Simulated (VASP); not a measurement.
Input of a VASP 6.6.1 run:

Contents of POSCAR:

```
ZrS
1.0
    0.0000000000      2.6250000000      2.6250000000
    2.6250000000      0.0000000000      2.6250000000
    2.6250000000      2.6250000000      0.0000000000
Zr S
1 1
Direct
    0.0000000000      0.0000000000      0.0000000000
    0.5000000000      0.5000000000      0.5000000000
```

File INCAR.step1:

```
SYSTEM = ZrS
ALGO = Normal ; EDIFF = 1E-4
ENCUT = 520 ; GGA = PE
ISMEAR = -1 ; LASPH = .TRUE.
LCHARG = .FALSE. ; LREAL = .FALSE.
LWAVE = .TRUE. ; NBANDS = 16
NELM = 100 ; PREC = Accurate
SIGMA = 0.02
```

Contents of INCAR.step2:

```
SYSTEM = ZrS
ALGO = Normal ; EDIFF = 1E-6
ENCUT = 520 ; ISIF = 2
ISMEAR = -1 ; ISTART = 1
LASPH = .TRUE. ; LCHARG = .FALSE.
LMIXTAU = .TRUE. ; LREAL = .FALSE.
LWAVE = .FALSE. ; METAGGA = R2SCAN
NBANDS = 16 ; NELM = 100
PREC = Accurate ; SIGMA = 0.02
```

File KPOINTS:

```
k-points
0
G
  14 14 14
  0 0 0
```

Potentials or basis: VASP PAW PBE potentials, release 64 (Zr_sv, S).

Run with:

```console
$ cat potpaw_PBE.64/Zr_sv/POTCAR potpaw_PBE.64/S/POTCAR > POTCAR
$ cp INCAR.step1 INCAR
$ mpirun -np 1 vasp_std > vasp.out
$ cp INCAR.step2 INCAR
$ mpirun -np 1 vasp_std > vasp.out
```

Q: Predict the pressure.

A: -2.0 GPa.

Q: Estimate the band gap on the k mesh.

A: Zero (band 9 reaches 12.43 eV, above the bottom of band 10 at 9.51 eV).

Caveat: the PAW data sets were made with another functional, which shifts forces and pressure a little.
